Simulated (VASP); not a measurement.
A run of VASP 6.6.1 is set up as follows.

INCAR

```
SYSTEM = BN
ALGO = Normal
EDIFF = 1E-6
ENCUT = 520
GGA = RP
ISIF = 2
ISMEAR = -1
LASPH = .TRUE.
LCHARG = .TRUE.
LELF = .TRUE.
LREAL = .FALSE.
LVHAR = .TRUE.
LWAVE = .FALSE.
NBANDS = 16
NELM = 60
PREC = Accurate
SIGMA = 0.05
```

File KPOINTS:

```
k-points
0
G
  12 12 4
  0 0 0
```

The input POSCAR:

```
BN
1.0
    2.5472375375      0.0000000000      0.0000000000
   -1.2736187687      2.2059724170      0.0000000000
    0.0000000000      0.0000000000      6.7658448057
N B
2 2
Direct
    0.6666666667      0.3333333333      0.2500000000
    0.3333333333      0.6666666667      0.7500000000
    0.6666666667      0.3333333333      0.7500000000
    0.3333333333      0.6666666667      0.2500000000
```

Potentials or basis: VASP PAW PBE potentials, release 64 (N, B).

Run with:

```bash
$ cat potpaw_PBE.64/N/POTCAR potpaw_PBE.64/B/POTCAR > POTCAR
$ mpirun -np 1 vasp_std > vasp.out
```

**Question.** Estimate the pressure.

**Answer.** -4.6 GPa.

**Question.** Estimate the band gap on the k mesh.

**Answer.** 4.32 eV, indirect (least direct gap 4.59 eV).

Stress tensor (GPa, compression positive):
```
-8.97  0.00  0.00
 0.00 -8.97  0.00
 0.00  0.00  4.07
```

Caveat: the PAW data sets were made with another functional, which shifts forces and pressure a little; this functional lacks dispersion, which binds the layers, so the pressure and a relaxed spacing across them are unreliable. A k mesh can miss the band edges.
